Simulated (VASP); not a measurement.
# ZrS2 (P-3m1) in VASP: single point with PBE

Aim: the single point of ZrS2 with PBE.

Everything below comes from runs of VASP 6.6.1. Logs are shortened: lines on timing, memory, paths and dates and some standing lists are left out, and cuts for length are marked.

**1. The cell of the first run**

It takes space group P-3m1 (No. 164, trigonal). The conventional cell has a = 3.691 Å, b = 3.691 Å, c = 6.041 Å, α = 90.00°, β = 90.00°, γ = 120.00°. Zr (site symmetry -3m) has 6 S at 2.57 Å within 3.4 Å. S (site symmetry 3m) has 3 Zr at 2.57 Å within 3.4 Å.

**2. Single point, PBE**

File INCAR:

```
SYSTEM = ZrS2
PREC = Accurate
ENCUT = 500
EDIFF = 1E-6
ISMEAR = 0
SIGMA = 0.02
LREAL = .False.
LASPH = .True.
NELM = 120
ALGO = Normal
ISIF = 2
LWAVE = .False.
LCHARG = .True.
GGA = PE
LELF = .True.
LVHAR = .True.
NBANDS = 60
GGA_COMPAT = .False.
```

File KPOINTS:

```
regular mesh
0
Gamma
  2 2 2
  0 0 0
```

File POSCAR:

```
ZrS2
1.0
    7.3827654768     -0.0000005774      0.0000000000
   -3.6913822384      6.3936627418      0.0000000000
    0.0000000000      0.0000000000      6.0410770000
Zr S
4 8
Direct
    0.0000000000      0.0000000000      0.0000000000
    0.0000000000      0.5000000000      0.0000000000
    0.5000000000      0.0000000000      0.0000000000
    0.5000000000      0.5000000000      0.0000000000
    0.3333333333      0.1666666667      0.7620900000
    0.1666666667      0.3333333333      0.2379100000
    0.3333333333      0.6666666667      0.7620900000
    0.1666666667      0.8333333333      0.2379100000
    0.8333333333      0.1666666667      0.7620900000
    0.6666666667      0.3333333333      0.2379100000
    0.8333333333      0.6666666667      0.7620900000
    0.6666666667      0.8333333333      0.2379100000
```

Potentials or basis: VASP PAW PBE potentials, release 64 (Zr_sv, S).

Command:

```
$ cat potpaw_PBE.64/Zr_sv/POTCAR potpaw_PBE.64/S/POTCAR > POTCAR
$ mpirun -np 1 vasp_std > vasp.out
```

OUTCAR:

```text
SYSTEM = ZrS2
   PREC = Accurate
   ENCUT = 500
   EDIFF = 1E-6
   ISMEAR = 0
   LREAL = .False.
   LASPH = .True.
   NELM = 120
   ISIF = 2
   GGA = PE

 ion  position               nearest neighbor table
   1  0.000  0.000  0.000-   5 2.57  12 2.57  11 2.57   6 2.57   8 2.57   9 2.57   4 3.69   4 3.69
                             3 3.69   3 3.69   2 3.69   2 3.69
   2  0.000  0.500  0.000-   7 2.57  10 2.57   9 2.57   8 2.57   6 2.57  11 2.57   3 3.69   3 3.69
                             4 3.69   4 3.69   1 3.69   1 3.69
   3  0.500  0.000  0.000-   8 2.57   9 2.57   7 2.57  10 2.57   5 2.57  12 2.57   2 3.69   2 3.69
                             1 3.69   1 3.69   4 3.69   4 3.69
   4  0.500  0.500  0.000-   6 2.57  11 2.57   5 2.57  12 2.57   7 2.57  10 2.57   1 3.69   1 3.69
                             2 3.69   2 3.69   3 3.69   3 3.69
   5  0.333  0.167  0.762-   1 2.57   4 2.57   3 2.57
   6  0.167  0.333  0.238-   4 2.57   1 2.57   2 2.57
   7  0.333  0.667  0.762-   2 2.57   3 2.57   4 2.57
   8  0.167  0.833  0.238-   3 2.57   2 2.57   1 2.57
   9  0.833  0.167  0.762-   3 2.57   2 2.57   1 2.57
  10  0.667  0.333  0.238-   2 2.57   3 2.57   4 2.57
  11  0.833  0.667  0.762-   4 2.57   1 2.57   2 2.57
  12  0.667  0.833  0.238-   1 2.57   4 2.57   3 2.57

  LATTYP: Found a hexagonal cell.
 ALAT       =     7.3827654768
 C/A-ratio  =     0.8182674933

  Lattice vectors:

 A1 = (   7.3827654768,  -0.0000005774,   0.0000000000)
 A2 = (  -3.6913822384,   6.3936627418,   0.0000000000)
 A3 = (   0.0000000000,   0.0000000000,   6.0410770000)

Analysis of symmetry for initial positions (statically):
=====================================================================
 Subroutine PRICEL returns following result:

  LATTYP: Found a hexagonal cell.
 ALAT       =     3.6913827384
 C/A-ratio  =     1.6365349865

  Lattice vectors:

 A1 = (   3.6913827384,  -0.0000002887,   0.0000000000)
 A2 = (  -1.8456911192,   3.1968313709,   0.0000000000)
 A3 = (   0.0000000000,   0.0000000000,   6.0410770000)

   4 primitive cells build up your supercell.

 Routine SETGRP: Setting up the symmetry group for a
 hexagonal supercell.

 Subroutine GETGRP returns: Found 12 space group operations
 (whereof 12 operations were pure point group operations)
 out of a pool of 24 trial point group operations.

The static configuration has the point symmetry D_3d.

Analysis of symmetry for dynamics (positions and initial velocities):
=====================================================================
 Subroutine PRICEL returns following result:

  LATTYP: Found a hexagonal cell.
 ALAT       =     3.6913827384
 C/A-ratio  =     1.6365349865

  Lattice vectors:

 A1 = (   3.6913827384,  -0.0000002887,   0.0000000000)
 A2 = (  -1.8456911192,   3.1968313709,   0.0000000000)
 A3 = (   0.0000000000,   0.0000000000,   6.0410770000)

   4 primitive cells build up your supercell.

 Routine SETGRP: Setting up the symmetry group for a
 hexagonal supercell.

 Subroutine GETGRP returns: Found 12 space group operations
 (whereof 12 operations were pure point group operations)
 out of a pool of 24 trial point group operations.

The dynamic configuration has the point symmetry D_3d.

 Subroutine INISYM returns: Found 12 space group operations
 (whereof 12 operations are pure point group operations),
 and found     4 'primitive' translations

----------------------------------------------------------------------------------------

                                     Primitive cell

  volume of cell :      71.2891

  direct lattice vectors                    reciprocal lattice vectors
     3.691382738 -0.000000289  0.000000000     0.270901209  0.156404857  0.000000000
    -1.845691119  3.196831371  0.000000000     0.000000024  0.312809757  0.000000000
     0.000000000  0.000000000  6.041077000     0.000000000  0.000000000  0.165533397

  length of vectors
     3.691382738  3.691382738  6.041077000     0.312809757  0.312809757  0.165533397

  position of ions in fractional coordinates (direct lattice)
     0.000000000  0.000000000  0.000000000
     0.666666667  0.333333333  0.762090000
     0.333333333  0.666666667  0.237910000

  ion indices of the primitive-cell ions
   primitive index   ion index
                 1           1
                 2           9
                 3           8

----------------------------------------------------------------------------------------

 KPOINTS: regular mesh

Automatic generation of k-mesh.
 Grid dimensions read from file:
 generate k-points for:    2    2    2

 Generating k-lattice:

  Cartesian coordinates                     Fractional coordinates (reciprocal lattice)
     0.067725302  0.039101214  0.000000000     0.500000000  0.000000000  0.000000000
     0.000000006  0.078202439  0.000000000     0.000000000  0.500000000  0.000000000
     0.000000000  0.000000000  0.082766699     0.000000000  0.000000000  0.500000000

  Length of vectors
     0.078202439  0.078202439  0.082766699

  Shift w.r.t. Gamma in fractional coordinates (k-lattice)
     0.000000000  0.000000000  0.000000000

 Subroutine IBZKPT returns following result:
 ===========================================

 Found      4 irreducible k-points:

 Following reciprocal coordinates:
            Coordinates               Weight
  0.000000  0.000000  0.000000      1.000000
  0.500000 -0.000000  0.000000      3.000000
  0.000000  0.000000  0.500000      1.000000
  0.500000 -0.000000  0.500000      3.000000
   k-points           NKPTS =      4   k-points in BZ     NKDIM =      4   number of bands    NBANDS=     60
   number of dos      NEDOS =    301   number of ions     NIONS =     12
   total plane-waves  NPLWV = 139968
   dimension x,y,z NGX =    54 NGY =   54 NGZ =   48
   dimension x,y,z NGXF=   108 NGYF=  108 NGZF=   96
   ions per type =               4   8
   NGX,Y,Z   is equivalent  to a cutoff of  12.16, 12.16, 13.21 a.u.
   NGXF,Y,Z  is equivalent  to a cutoff of  24.32, 24.32, 26.42 a.u.
 SYSTEM =  ZrS2
   PREC   = accura    normal or accurate (medium, high low for compatibility)
   ISTART =      0    job   : 0-new  1-cont  2-samecut
   ICHARG =      2    charge: 1-file 2-atom 10-const
   ISPIN  =      1    spin polarized calculation?
   LNONCOLLINEAR =      F non collinear calculations
   LSORBIT =      F    spin-orbit coupling
   LASPH  =      T    aspherical Exc in radial PAW
   ENCUT  =  500.0 eV  36.75 Ry    6.06 a.u.  13.46 13.46 11.01*2*pi/ulx,y,z
   NELM   =    120;   NELMIN=  2; NELMDL= -5     # of ELM steps
   EDIFF  = 0.1E-05   stopping-criterion for ELM
   LREAL  =      F    real-space projection
   EDIFFG = 0.1E-04   stopping-criterion for IOM
   NSW    =      0    number of steps for IOM
   IBRION =     -1    ionic relax: 0-MD 1-quasi-New 2-CG
   NFREE  =      0    steps in history (QN), initial steepest desc. (CG)
   ISIF   =      2    stress and relaxation
   ISYM   =      2    0-nonsym 1-usesym 2-fastsym
   POTIM  = 0.5000    time-step for ionic-motion
   TEBEG  =    0.0;   TEEND  =   0.0 temperature during run
   PSTRESS=    0.0 pullay stress
   NELECT =      96.0000    total number of electrons
   NUPDOWN=      -1.0000    fix difference up-down
   EMIN   =  10.00;   EMAX   =-10.00  energy-range for DOS
   EFERMI =   0.00;   METHOD = LEGACY
   ISMEAR =     0;   SIGMA  =   0.02  broadening in eV -4-tet -1-fermi 0-gaus
   EFERMI_NEDOS =   21; number of points for ismear=-14 and -15
   IALGO  =     38    algorithm
   IMIX   =      4    mixing-type and parameters
     AMIX     =   0.40;   BMIX     =  1.00
     AMIX_MAG =   1.60;   BMIX_MAG =  1.00
  volume/ion in A,a.u.               =      23.76       160.36
  Fermi-wavevector in a.u.,A,eV,Ry     =   1.138861  2.152136 17.646827  1.297005
  Thomas-Fermi vector in A             =   2.275565
   LORBIT       =      0    0 simple, 1 ext, 2 COOP (PROOUT), +10 PAW based schemes
   GGA     = PE    functional components
   LHFCALC =     F    Hartree Fock is set to
   AEXX    =    0.0000 exact exchange contribution
   IVDW    =     0    specifies the selected vdW correction
   LEPSILON=     F    determine dielectric tensor
   LRPA    =     F    only Hartree local field effects (RPA)
 non-spin polarized calculation
 Gauss-broadening in eV      SIGMA  =   0.02
  energy-cutoff  :      500.00
  volume of cell :      285.16
 maximum number of plane-waves:      7272
 NGX is ok and might be reduce to    54
   NGX = 27   NGY = 27   NGZ = 23

 number of electron      95.9999986 magnetization

 Free energy of the ion-electron system (eV)
  ---------------------------------------------------
  ext. energy  EPLUGINS =         0.00000000
  ---------------------------------------------------
  free energy    TOTEN  =       -85.42624825 eV

  energy without entropy =      -85.42624825  energy(sigma->0) =      -85.42624825

 E-fermi :   4.3087     XC(G=0):  -9.3189

 val. band max:        4.0856575516   @ k =   0.0000   0.0000   0.0000
 cond. band min:       5.1351724412   @ k =   0.0000   0.0000   0.5000
 fundamental gap:      1.0495148896
 Fermi energy:         4.3086894997

 k-point     1 :       0.0000    0.0000    0.0000
  band No.  band energies     occupation
      1     -44.9063      2.00000
      2     -44.8890      2.00000
      3     -44.8890      2.00000
      4     -44.8890      2.00000
      5     -23.0524      2.00000
      6     -23.0524      2.00000
[... 52 lines left out ...]
     59       7.6037      0.00000
     60       7.6037      0.00000

 k-point     2 :       0.5000   -0.0000    0.0000
  band No.  band energies     occupation
      1     -44.8976      2.00000
      2     -44.8976      2.00000
      3     -44.8890      2.00000
      4     -44.8890      2.00000
      5     -23.0049      2.00000
      6     -23.0049      2.00000
[... 52 lines left out ...]
     59       7.4212      0.00000
     60       7.4212      0.00000

 k-point     3 :       0.0000    0.0000    0.5000
  band No.  band energies     occupation
      1     -44.9063      2.00000
      2     -44.8890      2.00000
      3     -44.8890      2.00000
      4     -44.8890      2.00000
      5     -23.0524      2.00000
      6     -23.0524      2.00000
[... 52 lines left out ...]
     59       7.6018      0.00000
     60       7.6018      0.00000

 k-point     4 :       0.5000   -0.0000    0.5000
  band No.  band energies     occupation
      1     -44.8976      2.00000
      2     -44.8976      2.00000
      3     -44.8890      2.00000
      4     -44.8890      2.00000
      5     -23.0049      2.00000
      6     -23.0049      2.00000
[... 52 lines left out ...]
     59       7.4602      0.00000
     60       7.4602      0.00000

------------------------ aborting loop because EDIFF is reached ----------------------------------------

  FORCE on cell =-STRESS in cart. coord.  units (eV):
  Direction    XX          YY          ZZ          XY          YZ          ZX
  --------------------------------------------------------------------------------------
  -------------------------------------------------------------------------------------
  Total        1.1060024      1.1060024      1.9236268     -0.0000000     -0.0000000      0.0000000
  in kB        6.2141754      6.2141754     10.8080728     -0.0000000     -0.0000000      0.0000000
  external PRESSURE =       7.7454745 kB  Pullay stress =       0.0000000 kB

 VOLUME and BASIS-vectors are now :
 -----------------------------------------------------------------------------
  energy-cutoff  :      500.00
  volume of cell :      285.16
      direct lattice vectors                 reciprocal lattice vectors
     7.382765477 -0.000000577  0.000000000     0.135450604  0.078202429  0.000000000
    -3.691382238  6.393662742  0.000000000     0.000000012  0.156404879  0.000000000
     0.000000000  0.000000000  6.041077000     0.000000000  0.000000000  0.165533397

 POSITION                                       TOTAL-FORCE (eV/Angst)
 -----------------------------------------------------------------------------------
      0.00000      0.00000      0.00000         0.000000     -0.000000      0.000000
     -1.84569      3.19683      0.00000         0.000000     -0.000000      0.000000
      3.69138     -0.00000      0.00000         0.000000     -0.000000      0.000000
      1.84569      3.19683      0.00000         0.000000     -0.000000      0.000000
      1.84569      1.06561      4.60384        -0.000000     -0.000000     -0.026186
      0.00000      2.13122      1.43723        -0.000000     -0.000000      0.026186
      0.00000      4.26244      4.60384        -0.000000     -0.000000     -0.026186
     -1.84569      5.32805      1.43723         0.000000      0.000000      0.026186
      5.53707      1.06561      4.60384        -0.000000      0.000000     -0.026186
      3.69138      2.13122      1.43723         0.000000     -0.000000      0.026186
      3.69138      4.26244      4.60384         0.000000      0.000000     -0.026186
      1.84569      5.32805      1.43723        -0.000000     -0.000000      0.026186
 -----------------------------------------------------------------------------------
    total drift:                               -0.000000     -0.000000      0.000000

  FREE ENERGIE OF THE ION-ELECTRON SYSTEM (eV)
  ---------------------------------------------------
  free  energy   TOTEN  =       -85.4262482527 eV

  energy  without entropy=      -85.4262482527  energy(sigma->0) =      -85.42624825
```

It used 170 s of CPU time on 1 thread of Intel Xeon 8259CL, with other jobs on the host.

Results:

| Property | Result |
| --- | --- |
| Free energy | -85.4262 eV |
| Pressure | 0.8 GPa |
| Largest force | 0.026 eV/Å |
| Band gap on the k mesh | 1.05 eV |

Forces on the atoms (eV/Å):
```
Zr   0.000  0.000  0.000
Zr   0.000  0.000  0.000
Zr   0.000  0.000  0.000
Zr   0.000  0.000  0.000
S    0.000  0.000 -0.026
S    0.000  0.000  0.026
S    0.000  0.000 -0.026
S    0.000  0.000  0.026
S    0.000  0.000 -0.026
S    0.000  0.000  0.026
S    0.000  0.000 -0.026
S    0.000  0.000  0.026
```

Stress tensor (GPa, compression positive):
```
0.62 0.00 0.00
0.00 0.62 0.00
0.00 0.00 1.08
```

Levels at points of the mesh, in eV from the valence-band top:
```csv
k point,band 46,band 47,band 48,band 49,band 50,band 51
"(0.00, 0.00, 0.00)",-0.04,-0.04,0.00,1.22,1.22,1.22
"(0.50, 0.00, 0.00)",-0.93,-0.32,-0.32,1.52,1.52,2.14
"(0.00, 0.00, 0.50)",-0.75,-0.13,-0.13,1.05,1.05,1.05
"(0.50, 0.00, 0.50)",-0.92,-0.62,-0.62,1.44,1.44,2.19
```

Caveat: the k points lie up to 0.52 Å⁻¹ apart; this functional lacks dispersion, which binds layers or chains, so the pressure and a relaxed spacing across them are unreliable. A k mesh can miss the band edges.
